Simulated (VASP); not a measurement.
A run of VASP 6.6.1 is set up as follows.

INCAR

```
SYSTEM = CdPtC6N6
PREC = Accurate
ENCUT = 600
EDIFF = 1E-6
ISMEAR = 0
SIGMA = 0.0783
LREAL = .FALSE.
LASPH = .TRUE.
NELM = 100
ALGO = Normal
ISIF = 3
LWAVE = .FALSE.
LCHARG = .FALSE.
GGA = CA
IBRION = 2
NSW = 80
EDIFFG = -0.01
```

The input KPOINTS:

```
Automatic mesh
0
G
  4 4 4
  0 0 0
```

The input POSCAR:

```
CdPtC6N6
1.0
    0.0000000000      5.4170356100      5.4170356100
    5.4170356100      0.0000000000      5.4170356100
    5.4170356100      5.4170356100      0.0000000000
Cd Pt C N
1 1 6 6
Direct
    0.5000000000      0.5000000000      0.5000000000
    0.0000000000      0.0000000000      0.0000000000
    0.1861000000      0.1861000000      0.8139000000
    0.8139000000      0.8139000000      0.1861000000
    0.8139000000      0.1861000000      0.1861000000
    0.1861000000      0.8139000000      0.8139000000
    0.1861000000      0.8139000000      0.1861000000
    0.8139000000      0.1861000000      0.8139000000
    0.2857000000      0.2857000000      0.7143000000
    0.7143000000      0.7143000000      0.2857000000
    0.7143000000      0.2857000000      0.2857000000
    0.2857000000      0.7143000000      0.7143000000
    0.2857000000      0.7143000000      0.2857000000
    0.7143000000      0.2857000000      0.7143000000
```

Potentials or basis: VASP PAW LDA potentials, release 64 (Cd, Pt, C, N).

The run is started by

```sh
$ cat potpaw_LDA.64/Cd/POTCAR potpaw_LDA.64/Pt/POTCAR potpaw_LDA.64/C/POTCAR potpaw_LDA.64/N/POTCAR > POTCAR
$ mpirun -np 1 vasp_std > vasp.out
```

(1) What does it give for the relaxed cell?

(2) What does it give for the band gap on the k mesh?

Answers

(1) a = 7.666 Å, b = 7.666 Å, c = 7.666 Å, α = 60.00°, β = 60.00°, γ = 60.00°.

(2) 5.31 eV, indirect (least direct gap 5.50 eV).

Caveat: spin-orbit coupling is left out, which moves the levels of the heavy elements.
